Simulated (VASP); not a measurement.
Write the native input for VASP 6.6.1 that does the following.

- Task: single point
- Functional: PBE
- Potentials or basis: VASP PAW PBE potentials, release 64 (Hf_pv, O)
- Cutoff: 520 eV
- k mesh: 6 × 6 × 6
- Occupations: gaussian, width 0.05 eV
- Spin: no spin polarisation
- Dipole correction: no
- Further INCAR settings: ALGO = Normal; EDIFF = 1e-07; NBANDS = 56

The structure of HfO2 lies in POSCAR:

```
HfO2
1.0
    5.1150000000      0.0000000000      0.0000000000
    0.0000000000     -5.1150000000      0.0000000000
    0.0000000000      0.0000000000     -5.1150000000
Hf O
4 8
Direct
    0.0000000000      0.5000000000      0.5000000000
    0.5000000000      0.0000000000      0.5000000000
    0.5000000000      0.5000000000      0.0000000000
    0.0000000000      0.0000000000      0.0000000000
    0.2500000000      0.2500000000      0.2500000000
    0.7500000000      0.7500000000      0.2500000000
    0.7500000000      0.2500000000      0.7500000000
    0.2500000000      0.7500000000      0.7500000000
    0.7500000000      0.7500000000      0.7500000000
    0.2500000000      0.2500000000      0.7500000000
    0.2500000000      0.7500000000      0.2500000000
    0.7500000000      0.2500000000      0.2500000000
```

These files were run (other wordings do the same):

INCAR

```
SYSTEM = HfO2
PREC = Accurate
ENCUT = 520
EDIFF = 1E-7
ISMEAR = 0
SIGMA = 0.05
LREAL = .FALSE.
LASPH = .TRUE.
NELM = 60
ALGO = Normal
ISIF = 2
LWAVE = .FALSE.
LCHARG = .FALSE.
GGA = PE
NBANDS = 56
```

KPOINTS

```
Automatic mesh
0
G
  6 6 6
  0 0 0
```

Potentials or basis: VASP PAW PBE potentials, release 64 (Hf_pv, O).

Command:

```sh
$ cat potpaw_PBE.64/Hf_pv/POTCAR potpaw_PBE.64/O/POTCAR > POTCAR
$ mpirun -np 1 vasp_std > vasp.out
```

Results of the run:

```json
{"Pressure": "-6.0 GPa", "Band gap on the k mesh": "3.73 eV"}
```

Caveat: spin-orbit coupling is left out, which moves the levels of the heavy elements.

It used 350 s of CPU time on 1 thread of AMD EPYC 7R13 Processor (Zen 3), with other jobs on the host.
